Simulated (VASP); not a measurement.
# MnRh (Pm-3m) in VASP: single point with LDA

Aim: the single point of MnRh with LDA.

Everything below comes from runs of VASP 6.6.1. Logs are shortened: lines on timing, memory, paths and dates and some standing lists are left out, and cuts for length are marked.

### 1 The cell of the first run

The structure is cubic, space group Pm-3m (No. 221). Conventional cell: a = 3.044 Å, b = 3.044 Å, c = 3.044 Å, α = 90.00°, β = 90.00°, γ = 90.00°. Within 3.5 Å of Mn (site symmetry m-3m) lie 8 Rh at 2.64 Å and 6 Mn at 3.04 Å. Rh (site symmetry m-3m) has 8 Mn at 2.64 Å and 6 Rh at 3.04 Å within 3.5 Å.

### 2 Single point, LDA, collinear spin, ferromagnetic start

File INCAR:

```
ALGO = Normal
EDIFF = 1E-6
ENCUT = 520
ISIF = 2
ISMEAR = 1
ISPIN = 2
LASPH = True
LCHARG = False
LMAXMIX = 4
LORBIT = 11
LREAL = False
LWAVE = False
MAGMOM = 2.8 0
NBANDS = 25
NELM = 150
PREC = Accurate
SIGMA = 0.05
```

File KPOINTS:

```
k-points
0
Gamma
  8 8 8
```

File POSCAR:

```
MnRh
1.0
    3.0440000000      0.0000000000      0.0000000000
    0.0000000000      3.0440000000      0.0000000000
    0.0000000000      0.0000000000      3.0440000000
Mn Rh
1 1
Direct
    0.0000000000      0.0000000000      0.0000000000
    0.5000000000      0.5000000000      0.5000000000
```

Potentials or basis: VASP PAW LDA potentials, release 64 (Mn_pv, Rh_pv).

On the command line:

```console
cat potpaw_LDA.64/Mn_pv/POTCAR potpaw_LDA.64/Rh_pv/POTCAR > POTCAR
mpirun -np 1 vasp_std > vasp.out
```

OUTCAR:

```text
EDIFF = 1E-6
   ENCUT = 520
   ISIF = 2
   ISMEAR = 1
   ISPIN = 2
   LASPH = True
   LORBIT = 11
   LREAL = False
   NELM = 150
   PREC = Accurate

 ion  position               nearest neighbor table
   1  0.000  0.000  0.000-   2 2.64   2 2.64   2 2.64   2 2.64   2 2.64   2 2.64   2 2.64   2 2.64

   2  0.500  0.500  0.500-   1 2.64   1 2.64   1 2.64   1 2.64   1 2.64   1 2.64   1 2.64   1 2.64

  LATTYP: Found a simple cubic cell.
 ALAT       =     3.0440000000

  Lattice vectors:

 A1 = (   3.0440000000,   0.0000000000,   0.0000000000)
 A2 = (   0.0000000000,   3.0440000000,   0.0000000000)
 A3 = (   0.0000000000,   0.0000000000,   3.0440000000)

Analysis of symmetry for initial positions (statically):
=====================================================================
 Subroutine PRICEL returns:
 Original cell was already a primitive cell.

 Routine SETGRP: Setting up the symmetry group for a
 simple cubic supercell.

 Subroutine GETGRP returns: Found 48 space group operations
 (whereof 48 operations were pure point group operations)
 out of a pool of 48 trial point group operations.

The static configuration has the point symmetry O_h .

Analysis of symmetry for dynamics (positions and initial velocities):
=====================================================================
 Subroutine PRICEL returns:
 Original cell was already a primitive cell.

 Routine SETGRP: Setting up the symmetry group for a
 simple cubic supercell.

 Subroutine GETGRP returns: Found 48 space group operations
 (whereof 48 operations were pure point group operations)
 out of a pool of 48 trial point group operations.

The dynamic configuration has the point symmetry O_h .

Analysis of structural, dynamic, and magnetic symmetry:
=====================================================================
 Subroutine PRICEL returns:
 Original cell was already a primitive cell.

 Routine SETGRP: Setting up the symmetry group for a
 simple cubic supercell.

 Subroutine GETGRP returns: Found 48 space group operations
 (whereof 48 operations were pure point group operations)
 out of a pool of 48 trial point group operations.

The overall configuration has the point symmetry O_h .

 Subroutine INISYM returns: Found 48 space group operations
 (whereof 48 operations are pure point group operations),
 and found     1 'primitive' translations

----------------------------------------------------------------------------------------

[... 108 lines left out ...]
   EFERMI_NEDOS =   21; number of points for ismear=-14 and -15
   IALGO  =     38    algorithm
   IMIX   =      4    mixing-type and parameters
     AMIX     =   0.40;   BMIX     =  1.00
     AMIX_MAG =   1.60;   BMIX_MAG =  1.00
  volume/ion in A,a.u.               =      14.10        95.17
  Fermi-wavevector in a.u.,A,eV,Ry     =   1.633113  3.086136 36.287521  2.667058
  Thomas-Fermi vector in A             =   2.724972
   LORBIT       =     11    0 simple, 1 ext, 2 COOP (PROOUT), +10 PAW based schemes
   GGA     = CA    functional components
   LHFCALC =     F    Hartree Fock is set to
   AEXX    =    0.0000 exact exchange contribution
   IVDW    =     0    specifies the selected vdW correction
   LEPSILON=     F    determine dielectric tensor
   LRPA    =     F    only Hartree local field effects (RPA)
 spin polarized calculation
 Methfessel and Paxton  Order N= 1 SIGMA  =   0.05
  energy-cutoff  :      520.00
  volume of cell :       28.21
 maximum number of plane-waves:       772
 NGX is ok and might be reduce to    24
   NGX = 11   NGY = 11   NGZ = 11

 number of electron      28.0000021 magnetization       4.0898011

 Free energy of the ion-electron system (eV)
  ---------------------------------------------------
  ext. energy  EPLUGINS =         0.00000000
  ---------------------------------------------------
  free energy    TOTEN  =       -18.43584579 eV

  energy without entropy =      -18.43564874  energy(sigma->0) =      -18.43578011

 E-fermi :   9.3259     XC(G=0): -13.4458

 val. band max:        9.3177435178   @ k =   0.5000   0.2500   0.0000
 cond. band min:       9.3383758431   @ k =   0.2500   0.1250   0.1250
 fundamental gap:      0.0206323253
 Fermi energy:         9.3259421314

 spin component 1

 k-point     1 :       0.0000    0.0000    0.0000
  band No.  band energies     occupation
      1     -39.7814      1.00000
      2     -39.7814      1.00000
      3     -39.7814      1.00000
      4     -36.9034      1.00000
      5     -36.9034      1.00000
      6     -36.9034      1.00000
[... 661 lines left out ...]
     24      27.1579      0.00000
     25      29.8920      0.00000

 [... further k-points ...]

 spin component 2

 k-point     1 :       0.0000    0.0000    0.0000
  band No.  band energies     occupation
      1     -36.6215      1.00000
      2     -36.6215      1.00000
      3     -36.6215      1.00000
      4     -36.2629      1.00000
      5     -36.2629      1.00000
      6     -36.2629      1.00000
[... 661 lines left out ...]
     24      27.4982      0.00000
     25      30.6817      0.00000

 [... further k-points ...]
[... 5 lines left out ...]
  --------------------------------------------------------------------------------------
  -------------------------------------------------------------------------------------
  Total       -2.9124345     -2.9124345     -2.9124345     -0.0000000      0.0000000     -0.0000000
  in kB     -165.4370609   -165.4370609   -165.4370609     -0.0000000      0.0000000     -0.0000000
  external PRESSURE =    -165.4370609 kB  Pullay stress =       0.0000000 kB

 VOLUME and BASIS-vectors are now :
 -----------------------------------------------------------------------------
  energy-cutoff  :      520.00
  volume of cell :       28.21
      direct lattice vectors                 reciprocal lattice vectors
     3.044000000  0.000000000  0.000000000     0.328515112  0.000000000  0.000000000
     0.000000000  3.044000000  0.000000000     0.000000000  0.328515112  0.000000000
     0.000000000  0.000000000  3.044000000     0.000000000  0.000000000  0.328515112

 POSITION                                       TOTAL-FORCE (eV/Angst)
 -----------------------------------------------------------------------------------
      0.00000      0.00000      0.00000         0.000000      0.000000      0.000000
      1.52200      1.52200      1.52200         0.000000      0.000000      0.000000
 -----------------------------------------------------------------------------------
    total drift:                                0.000000      0.000000     -0.000000

  FREE ENERGIE OF THE ION-ELECTRON SYSTEM (eV)
  ---------------------------------------------------
  free  energy   TOTEN  =       -18.4358457889 eV

  energy  without entropy=      -18.4356487437  energy(sigma->0) =      -18.43578011

 total charge

# of ion       s       p       d       tot
------------------------------------------
    1        0.346   6.272   4.966  11.584
    2        0.391   6.254   7.141  13.786
--------------------------------------------------
tot          0.737  12.525  12.107  25.369

 magnetization (x)

# of ion       s       p       d       tot
------------------------------------------
    1        0.012   0.010   3.336   3.358
    2       -0.013  -0.008   0.633   0.612
--------------------------------------------------
tot         -0.000   0.002   3.968   3.970
```

OSZICAR:

```text
N       E                     dE             d eps       ncg     rms          rms(c)
DAV:   1     0.295299466758E+03    0.29530E+03   -0.15869E+04  3540   0.136E+03
DAV:   2    -0.104240999729E+02   -0.30572E+03   -0.29243E+03  3614   0.410E+02
DAV:   3    -0.204564726000E+02   -0.10032E+02   -0.99223E+01  3802   0.842E+01
DAV:   4    -0.205471923033E+02   -0.90720E-01   -0.90696E-01  3944   0.793E+00
DAV:   5    -0.205487147781E+02   -0.15225E-02   -0.15223E-02  4013   0.105E+00    0.171E+01
DAV:   6    -0.319685641515E+02   -0.11420E+02   -0.91710E+01  3609   0.695E+01    0.469E+01
DAV:   7    -0.180962245316E+02    0.13872E+02   -0.70188E+01  3811   0.519E+01    0.863E+00
DAV:   8    -0.183751524549E+02   -0.27893E+00   -0.60902E-01  3651   0.704E+00    0.405E+00
DAV:   9    -0.184416730889E+02   -0.66521E-01   -0.80158E-02  3930   0.298E+00    0.177E+00
DAV:  10    -0.184354193389E+02    0.62537E-02   -0.17372E-02  3970   0.118E+00    0.927E-01
DAV:  11    -0.184357638229E+02   -0.34448E-03   -0.29928E-03  3869   0.596E-01    0.238E-01
DAV:  12    -0.184358424399E+02   -0.78617E-04   -0.32285E-04  4022   0.164E-01    0.756E-02
DAV:  13    -0.184358459038E+02   -0.34639E-05   -0.32276E-05  3909   0.673E-02    0.269E-02
DAV:  14    -0.184358457889E+02    0.11493E-06   -0.83754E-06  3756   0.216E-02
   1 F= -.18435846E+02 E0= -.18435780E+02  d E =-.197045E-03  mag=     4.0899
```

Run time: 23 s. Hardware: 1 thread of Intel Xeon Platinum 8259CL at 2.50GHz (Skylake/Cascade Lake), shared host; peak memory 0.16 GiB.

What came out:

- Free energy: -18.4358 eV
- Pressure: -16.5 GPa
- Net moment: 4.09 μB per cell
- Site moments: Mn +3.36; Rh +0.61 μB
- Valence electrons inside the program's atomic spheres: Mn 11.58; Rh 13.79

Caveat: the cell stands under tension.
